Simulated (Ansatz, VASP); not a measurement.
**One calculation of Si2Sn3, two programs**

```
CELL_PARAMETERS angstrom
3.10932 0.00000 0.00000
-1.55466 2.69275 0.00000
0.00000 0.00000 14.18647
ATOMIC_POSITIONS crystal
Si 0.00000 0.00000 0.58416
Si 0.00000 0.00000 0.41584
Sn 0.00000 0.00000 0.77876
Sn 0.00000 0.00000 0.00000
Sn 0.00000 0.00000 0.22124
```

Alike in both runs: functional PBE; k mesh 12 × 12 × 4; occupations gaussian, width 0.1 eV; no spin polarisation.

Ansatz relaxed the structure, and its values are those at the end. VASP's run is a single point on that final structure, the one shown.

|  | VASP | Ansatz |
| --- | --- | --- |
| version | VASP 6.6.1 | Ansatz 0.2.0 |
| potentials or method | VASP PAW PBE potentials, release 64 (Si, Sn_d), cutoff 520 eV | scalar-relativistic, plane waves, PAW |
| valence electrons in the cell | 50 | 50 |

|  | VASP | Ansatz | Ansatz less VASP |
| --- | --- | --- | --- |
| gap on the k mesh at the Fermi level (eV) | none | none | - |
| pressure (GPa) | 0.0 | 0.0 | +0.03 |

A gap of «none» marks a metal or a gap that the smearing closes. With one functional, cell and mesh, what is left measures potentials, basis and numerics.
